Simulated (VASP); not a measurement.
MgO:

```
Mg O
1.0
     0.00000    2.10217    2.10217
     2.10217    0.00000    2.10217
     2.10217    2.10217    0.00000
Mg O
1 1
Cartesian
  0.0000 0.0000 0.0000
  2.1022 2.1022 2.1022
```

Base run:

```yaml
Program: VASP 6.6.1
Functional: r2SCAN
Potentials_or_basis: VASP PAW PBE potentials, release 64 (Mg_sv, O)
Cutoff: 750 eV
k_mesh: 10 × 10 × 10
Occupations: gaussian, width 0.01 eV
Spin: no spin polarisation
```

Its results: band gap on the k mesh 5.70 eV; pressure 0.0 GPa.

Question: The run is repeated on the same cell with these changes: functional from r2SCAN to LDA; potentials or basis from VASP PAW PBE potentials, release 64 (Mg_sv, O) to VASP PAW LDA potentials, release 64 (Mg_sv, O). What comes out?

Answer: Band gap on the k mesh 4.72 eV; pressure -5.3 GPa.

Caveats: the PAW data sets were made with another functional, which shifts forces and pressure a little (at least some runs); the cell stands under tension (at least some runs).

